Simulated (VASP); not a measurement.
A run of VASP 6.6.1:

Contents of INCAR:

```
SYSTEM = Pd
ALGO = Normal ; EDIFF = 1E-7
ENCUT = 520 ; GGA = PE
ISIF = 2 ; ISMEAR = -1
ISPIN = 2 ; LASPH = .TRUE.
LCHARG = .FALSE. ; LDAU = .TRUE.
LDAUJ = 0 ; LDAUL = 2
LDAUPRINT = 1 ; LDAUTYPE = 2
LDAUU = 3 ; LMAXMIX = 4
LORBIT = 11 ; LREAL = .FALSE.
LWAVE = .FALSE. ; MAGMOM = 0.6 -0.6
NBANDS = 21 ; NELM = 150
PREC = Accurate ; SIGMA = 0.05
```

File KPOINTS:

```
k-points
0
G
  14 14 7
  0 0 0
```

Contents of POSCAR:

```
Pd
1.0
    2.7836650458      0.0000000000      0.0000000000
   -1.3918325229      2.4107246453      0.0000000000
    0.0000000000      0.0000000000      4.6288930000
Pd
2
Direct
    0.6666666667      0.3333333333      0.7500000000
    0.3333333333      0.6666666667      0.2500000000
```

Potentials or basis: VASP PAW PBE potentials, release 64 (Pd).

The run is started by

```console
$ cat potpaw_PBE.64/Pd/POTCAR > POTCAR
$ mpirun -np 1 vasp_std > vasp.out
```

Hardware: 1 thread of Intel(R) Xeon(R) Platinum 8259CL CPU @ 2.50GHz (Skylake/Cascade Lake), with other jobs on the host.

**Question.** How long does it take, and how much memory?

**Answer.** It took 75 s on 1 thread of Intel(R) Xeon(R) Platinum 8259CL CPU @ 2.50GHz (Skylake/Cascade Lake) (shared host), peak memory 0.22 GiB. Counts: scf iterations 14, k points 96.
